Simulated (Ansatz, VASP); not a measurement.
## HfO2 in VASP and in Ansatz

POSCAR

```
HfO2
1.0
    3.5679517369      0.0000000000      0.0000000000
    0.0000000000      3.5679517369      0.0000000000
    0.0000000000      0.0000000000      5.1761904085
Hf O
2 4
Direct
    0.5000000000      0.5000000000      0.5000000000
    0.0000000000      0.0000000000      0.0000000000
    0.0000000000      0.5000000000      0.6983560931
    0.5000000000      0.0000000000      0.8016439069
    0.5000000000      0.0000000000      0.3016439069
    0.0000000000      0.5000000000      0.1983560931
```

INCAR.step1

```
SYSTEM = HfO2
ALGO     = Normal         ! electronic algorithm
EDIFF    = 1E-4           ! SCF threshold, eV
ENCUT    = 520            ! plane-wave cutoff, eV
GGA      = PE             ! functional
ISMEAR   = 0              ! smearing method
LASPH    = .TRUE.         ! aspherical terms in the spheres
LCHARG   = .FALSE.        ! write CHGCAR
LREAL    = .FALSE.        ! projectors in reciprocal space
LWAVE    = .TRUE.         ! write WAVECAR
NBANDS   = 31             ! bands
NELM     = 80             ! most SCF steps
PREC     = Accurate       ! precision mode
SIGMA    = 0.02           ! smearing width, eV
```

The input INCAR.step2:

```
SYSTEM = HfO2
ALGO     = Normal         ! electronic algorithm
EDIFF    = 1E-7           ! SCF threshold, eV
ENCUT    = 520            ! plane-wave cutoff, eV
ISIF     = 2              ! what is computed and relaxed
ISMEAR   = 0              ! smearing method
ISTART   = 1            
LASPH    = .TRUE.         ! aspherical terms in the spheres
LCHARG   = .FALSE.        ! write CHGCAR
LMIXTAU  = .TRUE.       
LREAL    = .FALSE.        ! projectors in reciprocal space
LWAVE    = .FALSE.        ! write WAVECAR
METAGGA  = R2SCAN         ! meta-GGA
NBANDS   = 31             ! bands
NELM     = 80             ! most SCF steps
PREC     = Accurate       ! precision mode
SIGMA    = 0.02           ! smearing width, eV
```

The input KPOINTS:

```
k-points
0
G
  6 6 6
  0 0 0
```

Input for Ansatz:

```yaml
crystal:
  lattice:
    - [3.5679517369, 0.0, 0.0]
    - [0.0, 3.5679517369, 0.0]
    - [0.0, 0.0, 5.1761904085]
  atoms:
    - { symbol: Hf, position: [0.5, 0.5, 0.5] }
    - { symbol: Hf, position: [0.0, 0.0, 0.0] }
    - { symbol: O, position: [0.0, 0.5, 0.6983560931] }
    - { symbol: O, position: [0.5, 0.0, 0.8016439069] }
    - { symbol: O, position: [0.5, 0.0, 0.3016439069] }
    - { symbol: O, position: [0.0, 0.5, 0.1983560931] }
basis:
  ecutwfc: 500
kpoints:
  mp_grid: { grid: [6, 6, 6] }
  band_path: { path: [VBM, CBM], npoints: 2 }
hamiltonian:
  xc: r2scan
scf:
  occupations: { method: gaussian, width: 0.02 }
output:
  forces: true
  stress: true
  eigenvalues: true
checkpoint:
  read: start.run
  write: ck
  compress: false
  write_wavefunctions: false
  write_every: 100000
```

Alike in both runs: task single point; functional r2SCAN; k mesh 6 × 6 × 6; occupations gaussian, width 0.02 eV; no spin polarisation.

|  | VASP | Ansatz |
| --- | --- | --- |
| version | VASP 6.6.1 | Ansatz 0.2.0 |
| potentials or method | VASP PAW PBE potentials, release 64 (Hf_pv, O), cutoff 520 eV | scalar-relativistic, plane waves, PAW |
| valence electrons in the cell | 44 | 76 |

Ansatz gave:

* gap on the k mesh at the Fermi level (eV): 5.26
* least direct gap on the mesh (eV): 5.34
* pressure (GPa): 2.0
* traceless stress, the component that is largest in VASP (GPa): 0.02
* rms of the force components (eV/Å): 0.000

Q: What did VASP give for the same quantities?

A: gap on the k mesh at the Fermi level (eV): 5.25; least direct gap on the mesh (eV): 5.33; pressure (GPa): -1.6; traceless stress, the component that is largest in VASP (GPa): 0.17; rms of the force components (eV/Å): 0.031.

VASP's potentials were made for PBE, not for r2SCAN. Atom by atom the forces differ by 0.031 eV/Å (rms over components). VASP's potentials hold 44 valence electrons a cell and Ansatz's 76, so a difference there can come from the potentials and not from the codes.

Neither program's run includes spin-orbit coupling.
